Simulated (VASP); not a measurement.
A run of VASP 6.6.1:

File INCAR:

```
ALGO = Normal
DIPOL = 0.5 0.5 0.328
EDIFF = 1E-7
ENCUT = 520
GGA = PE
IDIPOL = 3
ISIF = 2
ISMEAR = 0
LASPH = T
LCHARG = T
LDIPOL = T
LELF = T
LREAL = F
LVACPOTAV = T
LVHAR = T
LWAVE = F
NBANDS = 68
NELM = 100
PREC = Accurate
SIGMA = 0.1
```

KPOINTS

```
k-points
0
Gamma
  9 4 1
```

POSCAR

```
Ti9O
1.0
    2.8319727881      0.0000000000      0.0000000000
    0.0000000000      7.9316622551      0.0000000000
    0.0000000000      0.0000000000     19.9268841162
Ti O
9 1
Direct
    0.0000000000      0.5000000000      0.2007338416
    0.5000000000      0.1666666667      0.2007338416
    0.5000000000      0.8333333333      0.2007338416
    0.0000000000      0.0000000000      0.3122110455
    0.5000000000      0.6684928875      0.3108725352
    0.5000000000      0.3315071125      0.3108725352
    0.0000000000      0.5000000000      0.4177589340
    0.5000000000      0.1666364294      0.4228902054
    0.5000000000      0.8333635706      0.4228902054
    0.5000000000      0.3333030960      0.4775609425
```

Potentials or basis: VASP PAW PBE potentials, release 64 (Ti_sv, O).

The run is started by

```bash
$ cat potpaw_PBE.64/Ti_sv/POTCAR potpaw_PBE.64/O/POTCAR > POTCAR
$ mpirun -np 1 vasp_std > vasp.out
```

Hardware: 1 thread of Oxide Virtual Turin-like Processor (shared host).

Problem. Estimate the wall time of this run.

Solution. Run time: 37 min on 1 thread of Oxide Virtual Turin-like Processor, with other jobs on the host, peak memory 0.63 GiB. Counts: scf iterations 38, k points 15.
